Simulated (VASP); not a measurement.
Wanted: the native input for a VASP 6.6.1 run.

* Task: single point
* Functional: PBEsol
* Potentials or basis: VASP PAW PBE potentials, release 64 (Ta_pv, N)
* Cutoff: 520 eV
* k mesh: 24 × 24 × 24
* Occupations: gaussian, width 0.15 eV
* Spin: no spin polarisation
* Dipole correction: no
* Further INCAR settings: ALGO = Normal; EDIFF = 1e-06; NBANDS = 15

The structure of TaN lies in POSCAR:

```
TaN
1.0
    0.0000000000      2.5160214113      2.1878447055
    2.1878447055      0.0000000000      2.1878447055
    2.1878447055      2.5160214113      0.0000000000
Ta N
1 1
Direct
    0.5000000000      0.5000000000      0.5000000000
    0.0000000000      0.0000000000      0.0000000000
```

This cell differs from its parent crystal: strain +0.1500 x Voigt [0, 1, 0, 0, 0, 0].

These files were run (other wordings do the same):

INCAR

```
SYSTEM = TaN
PREC = Accurate
ENCUT = 520
EDIFF = 1E-6
ISMEAR = 0
SIGMA = 0.15
LREAL = .FALSE.
LASPH = .TRUE.
NELM = 60
ALGO = Normal
ISIF = 2
LWAVE = .FALSE.
LCHARG = .FALSE.
GGA = PS
NBANDS = 15
```

KPOINTS

```
Automatic mesh
0
G
  24 24 24
  0 0 0
```

Potentials or basis: VASP PAW PBE potentials, release 64 (Ta_pv, N).

Launch:

```console
$ cat potpaw_PBE.64/Ta_pv/POTCAR potpaw_PBE.64/N/POTCAR > POTCAR
$ mpirun -np 1 vasp_std > vasp.out
```

It gave:

```yaml
Pressure: -25.3 GPa
Band_gap_on_the_k_mesh: zero (bands 8 and 9 overlap by 3.57 eV)
```

Caveat: the cell differs from its parent crystal (strain +0.1500 x Voigt [0, 1, 0, 0, 0, 0]); the cell stands under tension; the PAW data sets were made with another functional, which shifts forces and pressure a little; spin-orbit coupling is left out, which moves the levels of the heavy elements.

It took 2.2 min on 1 thread of Intel(R) Xeon(R) 6975P-C (Granite Rapids), with other jobs on the host, peak memory 0.48 GiB.
